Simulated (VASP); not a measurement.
Set up this calculation in VASP 6.6.1, as the native input.

| Quantity | Value |
| --- | --- |
| Task | single point |
| Functional | PBEsol |
| Potentials or basis | VASP PAW PBE potentials, release 64 (Mg, O) |
| Cutoff | 520 eV |
| k mesh | 9 × 9 × 6 |
| Occupations | gaussian, width 0.05 eV |
| Spin | no spin polarisation |
| Dipole correction | no |
| Further INCAR settings | ALGO = Normal; EDIFF = 1e-06; NBANDS = 16 |

The structure of MgO lies in POSCAR:

```
MgO
1.0
    3.6170832098      0.0000000000      0.0000000000
   -1.8085416049      3.1324859473      0.0000000000
    0.0000000000      0.0000000000      3.9010833038
Mg O
2 2
Direct
    0.6868215855      0.3736431710      0.7500000000
    0.3131784145      0.6263568290      0.2500000000
    0.6518268271      0.3036536542      0.2500000000
    0.3481731729      0.6963463458      0.7500000000
```

This cell differs from its parent crystal: mode 5 frozen in at +0.122 Å, strain +e along z and -e/2 along x and y -0.0700.

The input as run:

INCAR

```
SYSTEM = MgO
PREC = Accurate
ENCUT = 520
EDIFF = 1E-6
ISMEAR = 0
SIGMA = 0.05
LREAL = .FALSE.
LASPH = .TRUE.
NELM = 60
ALGO = Normal
ISIF = 2
LWAVE = .FALSE.
LCHARG = .TRUE.
GGA = PS
LELF = .TRUE.
LVHAR = .TRUE.
NBANDS = 16
```

KPOINTS

```
regular mesh
0
G
  9 9 6
  0 0 0
```

Potentials or basis: VASP PAW PBE potentials, release 64 (Mg, O).

The run is started by

```bash
$ cat potpaw_PBE.64/Mg/POTCAR potpaw_PBE.64/O/POTCAR > POTCAR
$ mpirun -np 1 vasp_std > vasp.out
```

Results of the run:

```yaml
Pressure: 4.0 GPa
Largest_force: 0.717 eV/Å
Band_gap_on_the_k_mesh: 3.30 eV, direct
```

Caveat: the cell differs from its parent crystal (mode 5 frozen in at +0.122 Å, strain +e along z and -e/2 along x and y -0.0700); the PAW data sets were made with another functional, which shifts forces and pressure a little.

Run time: 68 s on 1 thread of Intel(R) Xeon(R) Platinum 8375C CPU @ 2.90GHz (Ice Lake), with other jobs on the host, peak memory 0.2 GiB.
